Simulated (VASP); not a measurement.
# NaHf3NbBi3 (Pm-3m) in VASP: further runs

The runs below take NaHf3NbBi3 through single point, relaxation of cell and atoms, with PBE.

Everything below comes from runs of VASP 6.6.1. Logs are shortened: lines on timing, memory, paths and dates and some standing lists are left out, and cuts for length are marked.

**1. The cell of the first run**

Symmetry: Pm-3m, No. 221, cubic system. The conventional cell has a = 5.957 Å, b = 5.957 Å, c = 5.957 Å, α = 90.00°, β = 90.00°, γ = 90.00°. Na (site symmetry m-3m) has 6 Bi at 2.98 Å within 3.9 Å. Within 3.9 Å of Hf (site symmetry 4/mmm) lie 2 Nb at 2.98 Å and 4 Bi at 2.98 Å. Within 3.9 Å of Nb (site symmetry m-3m) lie 6 Hf at 2.98 Å. Within 3.9 Å of Bi (site symmetry 4/mmm) lie 2 Na at 2.98 Å and 4 Hf at 2.98 Å.

The cell was built from a structure type or drawn by symmetry, and may not be a known phase.

**2. Single point, PBE**

The input, INCAR:

```
SYSTEM = NaHf3NbBi3
PREC = Accurate
ENCUT = 500
EDIFF = 1E-6
ISMEAR = 0
SIGMA = 0.1
LREAL = .FALSE.
LASPH = .TRUE.
NELM = 120
ALGO = Normal
ISIF = 2
LWAVE = .FALSE.
LCHARG = .FALSE.
GGA = PE
NBANDS = 58
GGA_COMPAT = .FALSE.
```

The input, KPOINTS:

```
regular mesh
0
G
  4 4 4
  0 0 0
```

The input, POSCAR:

```
NaHf3NbBi3
1.0
    5.9565335990      0.0000000000      0.0000000000
    0.0000000000      5.9565335990      0.0000000000
    0.0000000000      0.0000000000      5.9565335990
Na Hf Nb Bi
1 3 1 3
Direct
    0.5000000000      0.5000000000      0.5000000000
    0.5000000000      0.0000000000      0.0000000000
    0.0000000000      0.5000000000      0.0000000000
    0.0000000000      0.0000000000      0.5000000000
    0.0000000000      0.0000000000      0.0000000000
    0.0000000000      0.5000000000      0.5000000000
    0.5000000000      0.0000000000      0.5000000000
    0.5000000000      0.5000000000      0.0000000000
```

Potentials or basis: VASP PAW PBE potentials, release 64 (Na_pv, Hf_pv, Nb_sv, Bi_d).

On the command line:

```bash
$ cat potpaw_PBE.64/Na_pv/POTCAR potpaw_PBE.64/Hf_pv/POTCAR potpaw_PBE.64/Nb_sv/POTCAR potpaw_PBE.64/Bi_d/POTCAR > POTCAR
$ mpirun -np 1 vasp_std > vasp.out
```

OUTCAR:

```text
SYSTEM = NaHf3NbBi3
   PREC = Accurate
   ENCUT = 500
   EDIFF = 1E-6
   ISMEAR = 0
   LREAL = .FALSE.
   LASPH = .TRUE.
   NELM = 120
   ISIF = 2
   GGA = PE

 ion  position               nearest neighbor table
   1  0.500  0.500  0.500-   6 2.98   7 2.98   8 2.98   8 2.98   7 2.98   6 2.98
   2  0.500  0.000  0.000-   5 2.98   7 2.98   8 2.98   7 2.98   8 2.98   5 2.98
   3  0.000  0.500  0.000-   5 2.98   6 2.98   8 2.98   6 2.98   5 2.98   8 2.98
   4  0.000  0.000  0.500-   5 2.98   6 2.98   7 2.98   5 2.98   6 2.98   7 2.98
   5  0.000  0.000  0.000-   2 2.98   3 2.98   4 2.98   4 2.98   3 2.98   2 2.98
   6  0.000  0.500  0.500-   1 2.98   3 2.98   4 2.98   3 2.98   4 2.98   1 2.98
   7  0.500  0.000  0.500-   1 2.98   2 2.98   4 2.98   2 2.98   1 2.98   4 2.98
   8  0.500  0.500  0.000-   1 2.98   2 2.98   3 2.98   1 2.98   2 2.98   3 2.98

  LATTYP: Found a simple cubic cell.
 ALAT       =     5.9565335990

  Lattice vectors:

 A1 = (   5.9565335990,   0.0000000000,   0.0000000000)
 A2 = (   0.0000000000,   5.9565335990,   0.0000000000)
 A3 = (   0.0000000000,   0.0000000000,   5.9565335990)

Analysis of symmetry for initial positions (statically):
=====================================================================
 Subroutine PRICEL returns:
 Original cell was already a primitive cell.

 Routine SETGRP: Setting up the symmetry group for a
 simple cubic supercell.

 Subroutine GETGRP returns: Found 48 space group operations
 (whereof 48 operations were pure point group operations)
 out of a pool of 48 trial point group operations.

The static configuration has the point symmetry O_h .

Analysis of symmetry for dynamics (positions and initial velocities):
=====================================================================
 Subroutine PRICEL returns:
 Original cell was already a primitive cell.

 Routine SETGRP: Setting up the symmetry group for a
 simple cubic supercell.

 Subroutine GETGRP returns: Found 48 space group operations
 (whereof 48 operations were pure point group operations)
 out of a pool of 48 trial point group operations.

The dynamic configuration has the point symmetry O_h .

 Subroutine INISYM returns: Found 48 space group operations
 (whereof 48 operations are pure point group operations),
 and found     1 'primitive' translations

----------------------------------------------------------------------------------------

                                     Primitive cell

  volume of cell :     211.3396

  direct lattice vectors                    reciprocal lattice vectors
     5.956533599  0.000000000  0.000000000     0.167882877  0.000000000  0.000000000
     0.000000000  5.956533599  0.000000000     0.000000000  0.167882877  0.000000000
     0.000000000  0.000000000  5.956533599     0.000000000  0.000000000  0.167882877

  length of vectors
     5.956533599  5.956533599  5.956533599     0.167882877  0.167882877  0.167882877

  position of ions in fractional coordinates (direct lattice)
     0.500000000  0.500000000  0.500000000
     0.500000000  0.000000000  0.000000000
     0.000000000  0.500000000  0.000000000
     0.000000000  0.000000000  0.500000000
     0.000000000  0.000000000  0.000000000
     0.000000000  0.500000000  0.500000000
     0.500000000  0.000000000  0.500000000
     0.500000000  0.500000000  0.000000000

  ion indices of the primitive-cell ions
   primitive index   ion index
                 1           1
                 2           2
                 3           3
                 4           4
                 5           5
                 6           6
                 7           7
                 8           8

----------------------------------------------------------------------------------------

 KPOINTS: regular mesh

Automatic generation of k-mesh.
 Grid dimensions read from file:
 generate k-points for:    4    4    4

 Generating k-lattice:

  Cartesian coordinates                     Fractional coordinates (reciprocal lattice)
     0.041970719  0.000000000  0.000000000     0.250000000  0.000000000  0.000000000
     0.000000000  0.041970719  0.000000000     0.000000000  0.250000000  0.000000000
     0.000000000  0.000000000  0.041970719     0.000000000  0.000000000  0.250000000

  Length of vectors
     0.041970719  0.041970719  0.041970719

  Shift w.r.t. Gamma in fractional coordinates (k-lattice)
     0.000000000  0.000000000  0.000000000

 Subroutine IBZKPT returns following result:
 ===========================================

 Found     10 irreducible k-points:

 Following reciprocal coordinates:
            Coordinates               Weight
  0.000000  0.000000  0.000000      1.000000
  0.250000  0.000000  0.000000      6.000000
  0.500000  0.000000  0.000000      3.000000
  0.250000  0.250000  0.000000     12.000000
  0.500000  0.250000  0.000000     12.000000
  0.500000  0.500000  0.000000      3.000000
  0.250000  0.250000  0.250000      8.000000
  0.500000  0.250000  0.250000     12.000000
  0.500000  0.500000  0.250000      6.000000
  0.500000  0.500000  0.500000      1.000000
   k-points           NKPTS =     10   k-points in BZ     NKDIM =     10   number of bands    NBANDS=     58
   number of dos      NEDOS =    301   number of ions     NIONS =      8
   total plane-waves  NPLWV = 110592
   dimension x,y,z NGX =    48 NGY =   48 NGZ =   48
   dimension x,y,z NGXF=    96 NGYF=   96 NGZF=   96
   ions per type =               1   3   1   3
   NGX,Y,Z   is equivalent  to a cutoff of  13.40, 13.40, 13.40 a.u.
   NGXF,Y,Z  is equivalent  to a cutoff of  26.79, 26.79, 26.79 a.u.
 SYSTEM =  NaHf3NbBi3
   PREC   = accura    normal or accurate (medium, high low for compatibility)
   ISTART =      0    job   : 0-new  1-cont  2-samecut
   ICHARG =      2    charge: 1-file 2-atom 10-const
   ISPIN  =      1    spin polarized calculation?
   LNONCOLLINEAR =      F non collinear calculations
   LSORBIT =      F    spin-orbit coupling
   LASPH  =      T    aspherical Exc in radial PAW
   ENCUT  =  500.0 eV  36.75 Ry    6.06 a.u.  10.86 10.86 10.86*2*pi/ulx,y,z
   NELM   =    120;   NELMIN=  2; NELMDL= -5     # of ELM steps
   EDIFF  = 0.1E-05   stopping-criterion for ELM
   LREAL  =      F    real-space projection
   EDIFFG = 0.1E-04   stopping-criterion for IOM
   NSW    =      0    number of steps for IOM
   IBRION =     -1    ionic relax: 0-MD 1-quasi-New 2-CG
   NFREE  =      0    steps in history (QN), initial steepest desc. (CG)
   ISIF   =      2    stress and relaxation
   ISYM   =      2    0-nonsym 1-usesym 2-fastsym
   POTIM  = 0.5000    time-step for ionic-motion
   TEBEG  =    0.0;   TEEND  =   0.0 temperature during run
   PSTRESS=    0.0 pullay stress
   NELECT =      95.0000    total number of electrons
   NUPDOWN=      -1.0000    fix difference up-down
   EMIN   =  10.00;   EMAX   =-10.00  energy-range for DOS
   EFERMI =   0.00;   METHOD = LEGACY
   ISMEAR =     0;   SIGMA  =   0.10  broadening in eV -4-tet -1-fermi 0-gaus
   EFERMI_NEDOS =   21; number of points for ismear=-14 and -15
   IALGO  =     38    algorithm
   IMIX   =      4    mixing-type and parameters
     AMIX     =   0.40;   BMIX     =  1.00
     AMIX_MAG =   1.60;   BMIX_MAG =  1.00
  volume/ion in A,a.u.               =      26.42       178.27
  Fermi-wavevector in a.u.,A,eV,Ry     =   1.254072  2.369852 21.397833  1.572696
  Thomas-Fermi vector in A             =   2.387894
   LORBIT       =      0    0 simple, 1 ext, 2 COOP (PROOUT), +10 PAW based schemes
   GGA     = PE    functional components
   LHFCALC =     F    Hartree Fock is set to
   AEXX    =    0.0000 exact exchange contribution
   IVDW    =     0    specifies the selected vdW correction
   LEPSILON=     F    determine dielectric tensor
   LRPA    =     F    only Hartree local field effects (RPA)
 non-spin polarized calculation
 Gauss-broadening in eV      SIGMA  =   0.10
  energy-cutoff  :      500.00
  volume of cell :      211.34
 maximum number of plane-waves:      5400
 NGX is ok and might be reduce to    48
   NGX = 21   NGY = 21   NGZ = 21

 number of electron      94.9999984 magnetization

 Free energy of the ion-electron system (eV)
  ---------------------------------------------------
  ext. energy  EPLUGINS =         0.00000000
  ---------------------------------------------------
  free energy    TOTEN  =       -49.46645091 eV

  energy without entropy =      -49.40432272  energy(sigma->0) =      -49.43538681

 E-fermi :   5.8601     XC(G=0): -10.3044

 val. band max:        5.8496335344   @ k =   0.5000   0.2500   0.2500
 cond. band min:       5.8636643561   @ k =   0.5000   0.2500   0.0000
 fundamental gap:      0.0140308217
 Fermi energy:         5.8601435575

 k-point     1 :       0.0000    0.0000    0.0000
  band No.  band energies     occupation
      1     -48.8915      2.00000
      2     -25.5735      2.00000
      3     -25.5735      2.00000
      4     -25.5735      2.00000
      5     -25.5430      2.00000
      6     -25.5430      2.00000
[... 50 lines left out ...]
     57       8.5278      0.00000
     58       8.6314      0.00000

 k-point     2 :       0.2500    0.0000    0.0000
  band No.  band energies     occupation
      1     -48.8915      2.00000
      2     -25.5684      2.00000
      3     -25.5684      2.00000
      4     -25.5602      2.00000
      5     -25.5470      2.00000
      6     -25.5435      2.00000
[... 50 lines left out ...]
     57       8.1404      0.00000
     58       8.1408      0.00000

 k-point     3 :       0.5000    0.0000    0.0000
  band No.  band energies     occupation
      1     -48.8916      2.00000
      2     -25.5623      2.00000
      3     -25.5623      2.00000
      4     -25.5584      2.00000
      5     -25.5510      2.00000
      6     -25.5445      2.00000
[... 362 lines left out ...]
      3     -25.5592      2.00000
      4     -25.5592      2.00000
      5     -25.5434      2.00000
      6     -25.5434      2.00000
[... 50 lines left out ...]
     57       8.1724      0.00000
     58       8.5024      0.00000

 k-point    10 :       0.5000    0.5000    0.5000
  band No.  band energies     occupation
      1     -48.8919      2.00000
      2     -25.5633      2.00000
      3     -25.5633      2.00000
      4     -25.5633      2.00000
      5     -25.5422      2.00000
      6     -25.5422      2.00000
[... 50 lines left out ...]
     57       8.0831      0.00000
     58       8.0911      0.00000

------------------------ aborting loop because EDIFF is reached ----------------------------------------

  FORCE on cell =-STRESS in cart. coord.  units (eV):
  Direction    XX          YY          ZZ          XY          YZ          ZX
  --------------------------------------------------------------------------------------
  -------------------------------------------------------------------------------------
  Total       -0.1761455     -0.1761455     -0.1761455      0.0000000      0.0000000     -0.0000000
  in kB       -1.3353693     -1.3353693     -1.3353693      0.0000000      0.0000000     -0.0000000
  external PRESSURE =      -1.3353693 kB  Pullay stress =       0.0000000 kB

 VOLUME and BASIS-vectors are now :
 -----------------------------------------------------------------------------
  energy-cutoff  :      500.00
  volume of cell :      211.34
      direct lattice vectors                 reciprocal lattice vectors
     5.956533599  0.000000000  0.000000000     0.167882877  0.000000000  0.000000000
     0.000000000  5.956533599  0.000000000     0.000000000  0.167882877  0.000000000
     0.000000000  0.000000000  5.956533599     0.000000000  0.000000000  0.167882877

 POSITION                                       TOTAL-FORCE (eV/Angst)
 -----------------------------------------------------------------------------------
      2.97827      2.97827      2.97827         0.000000      0.000000      0.000000
      2.97827      0.00000      0.00000         0.000000      0.000000      0.000000
      0.00000      2.97827      0.00000         0.000000      0.000000      0.000000
      0.00000      0.00000      2.97827         0.000000      0.000000      0.000000
      0.00000      0.00000      0.00000         0.000000      0.000000      0.000000
      0.00000      2.97827      2.97827         0.000000      0.000000      0.000000
      2.97827      0.00000      2.97827         0.000000      0.000000      0.000000
      2.97827      2.97827      0.00000         0.000000      0.000000      0.000000
 -----------------------------------------------------------------------------------
    total drift:                                0.000000      0.000000      0.000000

  FREE ENERGIE OF THE ION-ELECTRON SYSTEM (eV)
  ---------------------------------------------------
  free  energy   TOTEN  =       -49.4664509051 eV

  energy  without entropy=      -49.4043227173  energy(sigma->0) =      -49.43538681
```

It took 6.2 min on 1 thread of AMD EPYC 7R13, shared host; peak memory 0.35 GiB.

What came out:

```yaml
Free_energy: -49.4665 eV
Pressure: -0.1 GPa
Band_gap_on_the_k_mesh: zero (an odd number of electrons rules out a gap without spin polarisation)
```

Caveat: spin-orbit coupling is left out, which moves the levels of the heavy elements.

**3. Relaxation of cell and atoms, PBE**

This run uses another cell than the first one, of 25.77 Å³/atom.

The input, INCAR:

```
PREC = Accurate
ENCUT = 500
EDIFF = 1E-7
ISMEAR = 0
SIGMA = 0.2
LREAL = False
LASPH = True
NELM = 120
ALGO = Normal
ISIF = 3
LWAVE = False
LCHARG = False
GGA = PE
IBRION = 2
NSW = 36
EDIFFG = -0.08
GGA_COMPAT = False
NELMIN = 4
```

The input, KPOINTS:

```
Automatic mesh
0
Gamma
  3 3 3
```

POSCAR, as its differences from that of step 2:

```diff
@@ -2,5 +2,5 @@
 1.0
-    5.9565335990      0.0000000000      0.0000000000
-    0.0000000000      5.9565335990      0.0000000000
-    0.0000000000      0.0000000000      5.9565335990
+    5.9078441100      0.0000000000      0.0000000000
+    0.0000000000      5.9078441100      0.0000000000
+    0.0000000000      0.0000000000      5.9078441100
 Na Hf Nb Bi
```

Potentials or basis: VASP PAW PBE potentials, release 64 (Na_pv, Hf_pv, Nb_sv, Bi_d).

On the command line:

```bash
$ cat potpaw_PBE.64/Na_pv/POTCAR potpaw_PBE.64/Hf_pv/POTCAR potpaw_PBE.64/Nb_sv/POTCAR potpaw_PBE.64/Bi_d/POTCAR > POTCAR
$ mpirun -np 1 vasp_std > vasp.out
```

It took 5.1 min on 1 thread of AMD EPYC 7R13, shared host; peak memory 0.33 GiB.

Results (log left out):

| Property | Result |
| --- | --- |
| Free energy | -49.6832 eV |
| Relaxed volume | 26.28 Å³/atom |
| Relaxed cell | a = 5.946 Å, b = 5.946 Å, c = 5.946 Å, α = 90.00°, β = 90.00°, γ = 90.00° |
| Space group after relaxing (to 0.1 Å) | Pm-3m (No. 221) |
| Energy gained by relaxing | 2.2 meV/atom |
| Ionic steps | 3 |
| Pressure after relaxing | 0.0 GPa |
| Band gap on the k mesh | zero (an odd number of electrons rules out a gap without spin polarisation) |

Step by step:
| step | energy change (eV) | largest force (eV/Å) | pressure (GPa) | volume (Å³) |
| --- | --- | --- | --- | --- |
| 1 | 0.0000 | 0.0000 | 1.44 | 206.20 |
| 2 | -0.0093 | 0.0000 | -0.94 | 213.17 |
| 3 | -0.0179 | 0.0000 | 0.00 | 210.27 |

Final structure:
```
CELL_PARAMETERS angstrom
5.94647 0.00000 0.00000
0.00000 5.94647 0.00000
0.00000 0.00000 5.94647
ATOMIC_POSITIONS crystal
Na 0.50000 0.50000 0.50000
Hf 0.50000 0.00000 0.00000
Hf 0.00000 0.50000 0.00000
Hf 0.00000 0.00000 0.50000
Nb 0.00000 0.00000 0.00000
Bi 0.00000 0.50000 0.50000
Bi 0.50000 0.00000 0.50000
Bi 0.50000 0.50000 0.00000
```

Levels at points of the mesh, in eV from the Fermi level:
```tsv
k point	band 45	band 46	band 47	band 48	band 49	band 50
(0.00, 0.00, 0.00)	-0.97	-0.97	0.29	0.29	0.29	0.85
```

Caveat: spin-orbit coupling is left out, which moves the levels of the heavy elements.
